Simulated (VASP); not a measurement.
# AlGaN2 (P-4m2) in VASP: a series of runs, part 2 of 2

VASP 6.6.1.

## (4) Single point, r2SCAN (strain -0.0100 x Voigt [1, 1, 0, 0, 0, 0])

File POSCAR:

```
AlGaN2
1.0
    3.1094682782      0.0000000000      0.0000000000
    0.0000000000      3.1094682782      0.0000000000
    0.0000000000      0.0000000000      4.4238379400
Al Ga N
1 1 2
Direct
    0.5000000000      0.5000000000      0.5000000000
    0.0000000000      0.0000000000      0.0000000000
    0.5000000000      0.0000000000      0.7382648100
    0.0000000000      0.5000000000      0.2617351900
```

File INCAR.step1:

```
PREC = Accurate
ENCUT = 520
ISMEAR = 0
SIGMA = 0.05
LREAL = F
LASPH = T
NELM = 80
NBANDS = 21
GGA = PE
ALGO = Normal
EDIFF = 1E-4
LWAVE = T
LCHARG = F
```

File INCAR.step2:

```
PREC = Accurate
ENCUT = 520
EDIFF = 1E-7
ISMEAR = 0
SIGMA = 0.05
LREAL = F
LASPH = T
NELM = 80
ALGO = Normal
ISIF = 2
LWAVE = F
LCHARG = T
METAGGA = R2SCAN
LMIXTAU = T
LELF = T
LVHAR = T
NBANDS = 21
ISTART = 1
```

File KPOINTS:

```
regular mesh
0
Gamma
  8 8 6
```

Run with:

```console
$ cat potpaw_PBE.64/Al/POTCAR potpaw_PBE.64/Ga_d/POTCAR potpaw_PBE.64/N/POTCAR > POTCAR
$ cp INCAR.step1 INCAR
$ mpirun -np 1 vasp_std > vasp.out
$ cp INCAR.step2 INCAR
$ mpirun -np 1 vasp_std > vasp.out
```

Run time: 98 s. Hardware: 1 thread of Intel Xeon 6975P-C, shared host; peak memory 0.2 GiB.

Results (log left out):

```yaml
Free_energy: -41.0620 eV
Pressure: 4.3 GPa
Largest_force: 0.019 eV/Å
Band_gap_on_the_k_mesh: 3.50 eV, direct
```

Forces in eV/Å, atoms in the order of the input:
```
Al   0.000  0.000  0.000
Ga   0.000  0.000  0.000
N    0.000  0.000  0.019
N    0.000  0.000 -0.019
```

Stress tensor (GPa, compression positive):
```
4.75 0.00 0.00
0.00 4.75 0.00
0.00 0.00 3.32
```

Levels at points of the mesh, in eV from the valence-band top:
```
           k point  band 9  band 10  band 11  band 12  band 13  band 14  band 15  band 16  band 17  band 18
(0.00, 0.00, 0.00)   -2.40    -2.40    -0.28     0.00     0.00     3.50     4.14     8.59    12.21    12.21
(0.50, 0.00, 0.00)   -4.62    -3.08    -3.01    -1.05    -0.64     7.89     7.94     8.90     9.36    11.15
(0.50, 0.50, 0.00)   -5.08    -2.44    -2.40    -2.40    -2.39     3.82     3.82     7.03     9.61    13.83
(0.00, 0.00, 0.50)   -2.63    -1.64    -1.64    -0.98    -0.98     5.90     6.05     8.85    10.29    11.98
(0.50, 0.00, 0.50)   -6.39    -1.03    -0.98    -0.68    -0.53     5.94     7.43    10.13    10.41    11.08
(0.50, 0.50, 0.50)   -4.48    -4.13    -3.41    -3.32    -3.32     6.76     6.76     9.76    11.78    11.87
```

Caveat: the cell differs from its parent crystal (strain -0.0100 x Voigt [1, 1, 0, 0, 0, 0]); the PAW data sets were made with another functional, which shifts forces and pressure a little.

## (5) Single point, r2SCAN (strain -0.0050 x Voigt [1, 1, 0, 0, 0, 0])

POSCAR: that of step 4 with these lines changed.

```diff
@@ -2,4 +2,4 @@
 1.0
-    3.1094682782      0.0000000000      0.0000000000
-    0.0000000000      3.1094682782      0.0000000000
+    3.1251726635      0.0000000000      0.0000000000
+    0.0000000000      3.1251726635      0.0000000000
     0.0000000000      0.0000000000      4.4238379400
```

File INCAR.step1:

```
PREC = Accurate ; ENCUT = 520
ISMEAR = 0 ; SIGMA = 0.05
LREAL = F ; LASPH = T
NELM = 80 ; NBANDS = 21
GGA = PE ; ALGO = Normal
EDIFF = 1E-4 ; LWAVE = T
LCHARG = F
```

File INCAR.step2:

```
PREC = Accurate ; ENCUT = 520
EDIFF = 1E-7 ; ISMEAR = 0
SIGMA = 0.05 ; LREAL = F
LASPH = T ; NELM = 80
ALGO = Normal ; ISIF = 2
LWAVE = F ; LCHARG = F
METAGGA = R2SCAN ; LMIXTAU = T
NBANDS = 21 ; ISTART = 1
```

KPOINTS is that of step 4.

Run with:

```console
$ cat potpaw_PBE.64/Al/POTCAR potpaw_PBE.64/Ga_d/POTCAR potpaw_PBE.64/N/POTCAR > POTCAR
$ cp INCAR.step1 INCAR
$ mpirun -np 1 vasp_std > vasp.out
$ cp INCAR.step2 INCAR
$ mpirun -np 1 vasp_std > vasp.out
```

Wall time 98 s (1 thread of Intel Xeon 6975P-C, shared host); peak memory 0.2 GiB.

The run converged. Its results:

```yaml
Free_energy: -41.0719 eV
Pressure: 2.1 GPa
Largest_force: 0.011 eV/Å
Band_gap_on_the_k_mesh: 3.43 eV, direct
```

Forces in eV/Å, atoms in the order of the input:
```
Al   0.000  0.000  0.000
Ga   0.000  0.000  0.000
N    0.000  0.000  0.011
N    0.000  0.000 -0.011
```

Stress tensor (GPa, compression positive):
```
2.29 0.00 0.00
0.00 2.29 0.00
0.00 0.00 1.62
```

Levels at points of the mesh, in eV from the valence-band top:
| k point | band 9 | band 10 | band 11 | band 12 | band 13 | band 14 | band 15 | band 16 | band 17 | band 18 |
| --- | --- | --- | --- | --- | --- | --- | --- | --- | --- | --- |
| (0.00, 0.00, 0.00) | -2.40 | -2.40 | -0.25 | 0.00 | 0.00 | 3.43 | 4.12 | 8.48 | 12.14 | 12.14 |
| (0.50, 0.00, 0.00) | -4.58 | -3.03 | -2.96 | -1.05 | -0.65 | 7.85 | 7.85 | 8.82 | 9.26 | 11.14 |
| (0.50, 0.50, 0.00) | -5.05 | -2.39 | -2.35 | -2.35 | -2.34 | 3.83 | 3.83 | 7.00 | 9.58 | 13.72 |
| (0.00, 0.00, 0.50) | -2.59 | -1.63 | -1.63 | -0.99 | -0.99 | 5.86 | 6.02 | 8.76 | 10.18 | 11.98 |
| (0.50, 0.00, 0.50) | -6.32 | -1.03 | -0.94 | -0.64 | -0.53 | 5.87 | 7.36 | 10.07 | 10.34 | 11.00 |
| (0.50, 0.50, 0.50) | -4.45 | -4.07 | -3.37 | -3.27 | -3.27 | 6.77 | 6.77 | 9.67 | 11.73 | 11.87 |

Caveat: the cell differs from its parent crystal (strain -0.0050 x Voigt [1, 1, 0, 0, 0, 0]); the PAW data sets were made with another functional, which shifts forces and pressure a little. A k mesh can miss the band edges.

## (6) Single point, r2SCAN (strain +0.0050 x Voigt [1, 1, 0, 0, 0, 0])

POSCAR: that of step 5 with these lines changed.

```diff
@@ -2,4 +2,4 @@
 1.0
-    3.1251726635      0.0000000000      0.0000000000
-    0.0000000000      3.1251726635      0.0000000000
+    3.1565814339      0.0000000000      0.0000000000
+    0.0000000000      3.1565814339      0.0000000000
     0.0000000000      0.0000000000      4.4238379400
```

File INCAR.step1:

```
PREC     = Accurate       # precision mode
ENCUT    = 520            # plane-wave cutoff, eV
ISMEAR   = 0              # smearing method
SIGMA    = 0.05           # smearing width, eV
LREAL    = False          # projectors in reciprocal space
LASPH    = True           # aspherical terms in the spheres
NELM     = 60             # most SCF steps
NBANDS   = 21             # bands
GGA      = PE             # functional
ALGO     = Normal         # electronic algorithm
EDIFF    = 1E-4           # SCF threshold, eV
LWAVE    = True           # write WAVECAR
LCHARG   = False          # write CHGCAR
```

File INCAR.step2:

```
PREC     = Accurate       # precision mode
ENCUT    = 520            # plane-wave cutoff, eV
EDIFF    = 1E-6           # SCF threshold, eV
ISMEAR   = 0              # smearing method
SIGMA    = 0.05           # smearing width, eV
LREAL    = False          # projectors in reciprocal space
LASPH    = True           # aspherical terms in the spheres
NELM     = 60             # most SCF steps
ALGO     = Normal         # electronic algorithm
ISIF     = 2              # what is computed and relaxed
LWAVE    = False          # write WAVECAR
LCHARG   = True           # write CHGCAR
METAGGA  = R2SCAN         # meta-GGA
LMIXTAU  = True         
LELF     = True           # ELF
LVHAR    = True         
NBANDS   = 21             # bands
ISTART   = 1
```

File KPOINTS:

```
Automatic mesh
0
Gamma
  8 8 6
```

Potentials or basis: VASP PAW PBE potentials, release 64 (Al, Ga_d, N).

Run with:

```console
$ cat potpaw_PBE.64/Al/POTCAR potpaw_PBE.64/Ga_d/POTCAR potpaw_PBE.64/N/POTCAR > POTCAR
$ cp INCAR.step1 INCAR
$ mpirun -np 1 vasp_std > vasp.out
$ cp INCAR.step2 INCAR
$ mpirun -np 1 vasp_std > vasp.out
```

Wall time 1.7 min (1 thread of Intel Xeon 6975P-C, shared host); peak memory 0.2 GiB.

Results (log left out):

```yaml
Free_energy: -41.0724 eV
Pressure: -2.1 GPa
Largest_force: 0.005 eV/Å
Band_gap_on_the_k_mesh: 3.29 eV, direct
```

Forces on the atoms (eV/Å):
```
Al   0.000  0.000  0.000
Ga   0.000  0.000  0.000
N    0.000  0.000 -0.005
N    0.000  0.000  0.005
```

Stress tensor (GPa, compression positive):
```
-2.35  0.00  0.00
 0.00 -2.35  0.00
 0.00  0.00 -1.54
```

Levels at points of the mesh, in eV from the valence-band top:
```csv
k point,band 11,band 12,band 13,band 14,band 15,band 16
"(0.00, 0.00, 0.00)",-0.20,0.00,0.00,3.29,4.08,8.26
"(0.50, 0.00, 0.00)",-2.85,-1.06,-0.67,7.66,7.77,8.66
"(0.50, 0.50, 0.00)",-2.26,-2.26,-2.25,3.85,3.85,6.95
"(0.00, 0.00, 0.50)",-1.62,-0.99,-0.99,5.79,5.95,8.59
"(0.50, 0.00, 0.50)",-0.87,-0.57,-0.55,5.72,7.22,9.96
"(0.50, 0.50, 0.50)",-3.30,-3.19,-3.19,6.80,6.80,9.47
```

Caveat: the cell differs from its parent crystal (strain +0.0050 x Voigt [1, 1, 0, 0, 0, 0]); the PAW data sets were made with another functional, which shifts forces and pressure a little.

## (7) Single point, r2SCAN (strain +0.0200 x Voigt [1, 1, 0, 0, 0, 0])

POSCAR: that of step 6 with these lines changed.

```diff
@@ -2,4 +2,4 @@
 1.0
-    3.1565814339      0.0000000000      0.0000000000
-    0.0000000000      3.1565814339      0.0000000000
+    3.2036945897      0.0000000000      0.0000000000
+    0.0000000000      3.2036945897      0.0000000000
     0.0000000000      0.0000000000      4.4238379400
```

File INCAR.step1:

```
PREC = Accurate
ENCUT = 520
ISMEAR = 0
SIGMA = 0.05
LREAL = False
LASPH = True
NELM = 100
NBANDS = 21
GGA = PE
ALGO = Normal
EDIFF = 1E-4
LWAVE = True
LCHARG = False
```

File INCAR.step2:

```
PREC = Accurate
ENCUT = 520
EDIFF = 1E-6
ISMEAR = 0
SIGMA = 0.05
LREAL = False
LASPH = True
NELM = 100
ALGO = Normal
ISIF = 2
LWAVE = False
LCHARG = False
METAGGA = R2SCAN
LMIXTAU = True
NBANDS = 21
ISTART = 1
```

File KPOINTS:

```
regular mesh
0
Gamma
  8 8 6
```

Potentials or basis: VASP PAW PBE potentials, release 64 (Al, Ga_d, N).

Run with:

```console
$ cat potpaw_PBE.64/Al/POTCAR potpaw_PBE.64/Ga_d/POTCAR potpaw_PBE.64/N/POTCAR > POTCAR
$ cp INCAR.step1 INCAR
$ mpirun -np 1 vasp_std > vasp.out
$ cp INCAR.step2 INCAR
$ mpirun -np 1 vasp_std > vasp.out
```

OUTCAR:

```text
PREC = Accurate
   ENCUT = 520
   EDIFF = 1E-6
   ISMEAR = 0
   LREAL = False
   LASPH = True
   NELM = 100
   ISIF = 2
   METAGGA = R2SCAN
   ISTART = 1

 ion  position               nearest neighbor table
   1  0.500  0.500  0.500-   3 1.92   4 1.92   3 1.92   4 1.92
   2  0.000  0.000  0.000-   3 1.98   4 1.98   4 1.98   3 1.98
   3  0.500  0.000  0.738-   1 1.92   1 1.92   2 1.98   2 1.98
   4  0.000  0.500  0.262-   1 1.92   1 1.92   2 1.98   2 1.98

  LATTYP: Found a simple tetragonal cell.
 ALAT       =     3.2036945897
 C/A-ratio  =     1.3808550772

  Lattice vectors:

 A1 = (   3.2036945897,   0.0000000000,   0.0000000000)
 A2 = (   0.0000000000,   3.2036945897,   0.0000000000)
 A3 = (   0.0000000000,   0.0000000000,   4.4238379400)

Analysis of symmetry for initial positions (statically):
=====================================================================
 Subroutine PRICEL returns:
 Original cell was already a primitive cell.

 Routine SETGRP: Setting up the symmetry group for a
 simple tetragonal supercell.

 Subroutine GETGRP returns: Found  8 space group operations
 (whereof  8 operations were pure point group operations)
 out of a pool of 16 trial point group operations.

The static configuration has the point symmetry D_2d.

Analysis of symmetry for dynamics (positions and initial velocities):
=====================================================================
 Subroutine PRICEL returns:
 Original cell was already a primitive cell.

 Routine SETGRP: Setting up the symmetry group for a
 simple tetragonal supercell.

 Subroutine GETGRP returns: Found  8 space group operations
 (whereof  8 operations were pure point group operations)
 out of a pool of 16 trial point group operations.

The dynamic configuration has the point symmetry D_2d.

 Subroutine INISYM returns: Found  8 space group operations
[... 111 lines left out ...]
   PSTRESS=    0.0 pullay stress
   NELECT =      26.0000    total number of electrons
   NUPDOWN=      -1.0000    fix difference up-down
   EMIN   =  10.00;   EMAX   =-10.00  energy-range for DOS
   EFERMI =   0.00;   METHOD = LEGACY
   ISMEAR =     0;   SIGMA  =   0.05  broadening in eV -4-tet -1-fermi 0-gaus
   EFERMI_NEDOS =   21; number of points for ismear=-14 and -15
   IALGO  =     38    algorithm
   IMIX   =      4    mixing-type and parameters
     AMIX     =   0.40;   BMIX     =  1.00
     AMIX_MAG =   1.60;   BMIX_MAG =  1.00
  volume/ion in A,a.u.               =      11.35        76.60
  Fermi-wavevector in a.u.,A,eV,Ry     =   1.359457  2.569001 25.145244  1.848123
  Thomas-Fermi vector in A             =   2.486203
   LORBIT       =      0    0 simple, 1 ext, 2 COOP (PROOUT), +10 PAW based schemes
   METAGGA = R2SCAN    functional components
   LHFCALC =     F    Hartree Fock is set to
   AEXX    =    0.0000 exact exchange contribution
   IVDW    =     0    specifies the selected vdW correction
   LEPSILON=     F    determine dielectric tensor
   LRPA    =     F    only Hartree local field effects (RPA)
 non-spin polarized calculation
 Gauss-broadening in eV      SIGMA  =   0.05
  energy-cutoff  :      520.00
  volume of cell :       45.40
 maximum number of plane-waves:      1240
 NGX is ok and might be reduce to    24
   NGX = 11   NGY = 11   NGZ = 17

 number of electron      25.9999989 magnetization

 Free energy of the ion-electron system (eV)
  ---------------------------------------------------
  ext. energy  EPLUGINS =         0.00000000
  ---------------------------------------------------
  free energy    TOTEN  =       -41.02793853 eV

  energy without entropy =      -41.02793853  energy(sigma->0) =      -41.02793853

 E-fermi :   5.1957     XC(G=0): -11.8619

 val. band max:        4.9605666981   @ k =   0.0000   0.0000   0.0000
 cond. band min:       8.0422074651   @ k =   0.0000   0.0000   0.0000
 fundamental gap:      3.0816407670
 Fermi energy:         5.1957157287

 k-point     1 :       0.0000    0.0000    0.0000
  band No.  band energies     occupation
      1     -11.0137      2.00000
      2      -9.5726      2.00000
      3      -8.3650      2.00000
      4      -8.3650      2.00000
      5      -8.2975      2.00000
      6      -8.1598      2.00000
[... 565 lines left out ...]
     20      17.6587      0.00000
     21      17.7281      0.00000

 [... further k-points ...]
[... 5 lines left out ...]
  --------------------------------------------------------------------------------------
  -------------------------------------------------------------------------------------
  Total       -2.4016614     -2.4016614     -1.6072513      0.0000000      0.0000000      0.0000000
  in kB      -84.7463354    -84.7463354    -56.7143482      0.0000000      0.0000000      0.0000000
  external PRESSURE =     -75.4023397 kB  Pullay stress =       0.0000000 kB

 VOLUME and BASIS-vectors are now :
 -----------------------------------------------------------------------------
  energy-cutoff  :      520.00
  volume of cell :       45.40
      direct lattice vectors                 reciprocal lattice vectors
     3.203694590  0.000000000  0.000000000     0.312139616  0.000000000  0.000000000
     0.000000000  3.203694590  0.000000000     0.000000000  0.312139616  0.000000000
     0.000000000  0.000000000  4.423837940     0.000000000  0.000000000  0.226048064

 POSITION                                       TOTAL-FORCE (eV/Angst)
 -----------------------------------------------------------------------------------
      1.60185      1.60185      2.21192        -0.000000     -0.000000     -0.000000
      0.00000      0.00000      0.00000        -0.000000      0.000000     -0.000000
      1.60185      0.00000      3.26596         0.000000      0.000000     -0.025468
      0.00000      1.60185      1.15787        -0.000000      0.000000      0.025468
 -----------------------------------------------------------------------------------
    total drift:                               -0.000000      0.000000     -0.000000

  FREE ENERGIE OF THE ION-ELECTRON SYSTEM (eV)
  ---------------------------------------------------
  free  energy   TOTEN  =       -41.0279385300 eV

  energy  without entropy=      -41.0279385300  energy(sigma->0) =      -41.02793853
```

OSZICAR.step1:

```text
N       E                     dE             d eps       ncg     rms          rms(c)
DAV:   1     0.175538078576E+03    0.17554E+03   -0.13015E+04  2784   0.181E+03
DAV:   2    -0.938006779018E+01   -0.18492E+03   -0.17288E+03  2780   0.407E+02
DAV:   3    -0.307190347751E+02   -0.21339E+02   -0.21076E+02  2963   0.109E+02
DAV:   4    -0.313363545094E+02   -0.61732E+00   -0.61614E+00  3031   0.201E+01
DAV:   5    -0.313495734769E+02   -0.13219E-01   -0.13218E-01  2987   0.271E+00    0.114E+01
DAV:   6    -0.269414613149E+02    0.44081E+01   -0.14241E+01  3945   0.482E+01    0.378E+00
DAV:   7    -0.269995880186E+02   -0.58127E-01   -0.10462E+00  2595   0.875E+00    0.275E+00
DAV:   8    -0.270007103484E+02   -0.11223E-02   -0.19056E-01  3314   0.477E+00    0.124E+00
DAV:   9    -0.269823979847E+02    0.18312E-01   -0.47614E-02  3564   0.330E+00    0.458E-01
DAV:  10    -0.269823442056E+02    0.53779E-04   -0.70489E-03  2926   0.580E-01    0.963E-02
DAV:  11    -0.269825327179E+02   -0.18851E-03   -0.43359E-04  3097   0.256E-01    0.289E-02
DAV:  12    -0.269825444806E+02   -0.11763E-04   -0.43245E-05  1495   0.879E-02
   1 F= -.26982544E+02 E0= -.26982544E+02  d E =-.181533E-15
```

Run time: 1.8 min. Hardware: 1 thread of Intel Xeon 6975P-C, shared host; peak memory 0.2 GiB.

Results:

```
Free energy            : -41.0279 eV
Pressure               : -7.5 GPa
Largest force          : 0.025 eV/Å
Band gap on the k mesh : 3.08 eV, direct
```

Forces on the atoms (eV/Å):
```
Al   0.000  0.000  0.000
Ga   0.000  0.000  0.000
N    0.000  0.000 -0.025
N    0.000  0.000  0.025
```

Caveat: the cell differs from its parent crystal (strain +0.0200 x Voigt [1, 1, 0, 0, 0, 0]); the PAW data sets were made with another functional, which shifts forces and pressure a little.

## (8) Overview

```csv
cell,gap on the mesh (eV),pressure (GPa),largest force (eV/Å)
"a = 3.078, b = 3.078, c = 4.424 Å, 4 atoms",3.64,9.0,0.04
"a = 3.094, b = 3.094, c = 4.424 Å, 4 atoms",3.57,6.6,0.03
"a = 3.109, b = 3.109, c = 4.424 Å, 4 atoms",3.50,4.3,0.02
"a = 3.125, b = 3.125, c = 4.424 Å, 4 atoms",3.43,2.1,0.01
"a = 3.157, b = 3.157, c = 4.424 Å, 4 atoms",3.29,-2.1,-
"a = 3.204, b = 3.204, c = 4.424 Å, 4 atoms",3.08,-7.5,0.03
```

Alike in all rows: task single point; level r2SCAN; potentials or basis VASP PAW PBE potentials, release 64 (Al, Ga_d, N); no spin polarisation; k mesh 8 × 8 × 6; cutoff (eV) 520; smearing gaussian 0.05 eV.

Caveats: the PAW data sets were made with another functional, which shifts forces and pressure a little.

Total energies depend on the potentials used, so only differences within one code and one set of settings carry meaning.
